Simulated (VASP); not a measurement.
Write the native input for VASP 6.6.1 that does the following.

```yaml
Task: single point
Functional: PBE
Potentials_or_basis: VASP PAW PBE potentials, release 64 (Al, N)
Cutoff: 520 eV
k_mesh: 9 × 9 × 6
Occupations: gaussian, width 0.05 eV
Spin: no spin polarisation
Dipole_correction: no
Further_INCAR_settings: ALGO = Normal; EDIFF = 1e-07; NBANDS = 16
```

The structure of AlN lies in POSCAR:

```
AlN
1.0
    2.9554520440      0.0000000000      0.0000000000
   -1.4777260220      2.5594965498      0.0000000000
    0.0000000000      0.0000000000      4.8535500000
Al N
2 2
Direct
    0.3333333333      0.6666666667      0.0000000000
    0.6666666667      0.3333333333      0.5000000000
    0.3333333333      0.6666666667      0.3850000000
    0.6666666667      0.3333333333      0.8850000000
```

This cell differs from its parent crystal: strain -0.050 along x and y, -0.025 along z.

One way to write it, as run:

INCAR

```
SYSTEM = AlN
ALGO     = Normal         ! electronic algorithm
EDIFF    = 1E-7           ! SCF threshold, eV
ENCUT    = 520            ! plane-wave cutoff, eV
GGA      = PE             ! functional
ISIF     = 2              ! what is computed and relaxed
ISMEAR   = 0              ! smearing method
LASPH    = .True.         ! aspherical terms in the spheres
LCHARG   = .True.         ! write CHGCAR
LELF     = .True.         ! ELF
LREAL    = .False.        ! projectors in reciprocal space
LVHAR    = .True.       
LWAVE    = .False.        ! write WAVECAR
NBANDS   = 16             ! bands
NELM     = 80             ! most SCF steps
PREC     = Accurate       ! precision mode
SIGMA    = 0.05           ! smearing width, eV
```

KPOINTS

```
k-points
0
Gamma
  9 9 6
  0 0 0
```

Potentials or basis: VASP PAW PBE potentials, release 64 (Al, N).

Command:

```bash
$ cat potpaw_PBE.64/Al/POTCAR potpaw_PBE.64/N/POTCAR > POTCAR
$ mpirun -np 1 vasp_std > vasp.out
```

It gave:

| Quantity | Value |
| --- | --- |
| Pressure | 38.9 GPa |
| Largest force | 0.677 eV/Å |
| Band gap on the k mesh | 5.08 eV, indirect (least direct gap 5.41 eV) |

Caveat: the cell differs from its parent crystal (strain -0.050 along x and y, -0.025 along z).

Run time: 17 s on 1 thread of AMD EPYC 9R45 96-Core Processor (Zen 5), on a shared host, peak memory 0.13 GiB.
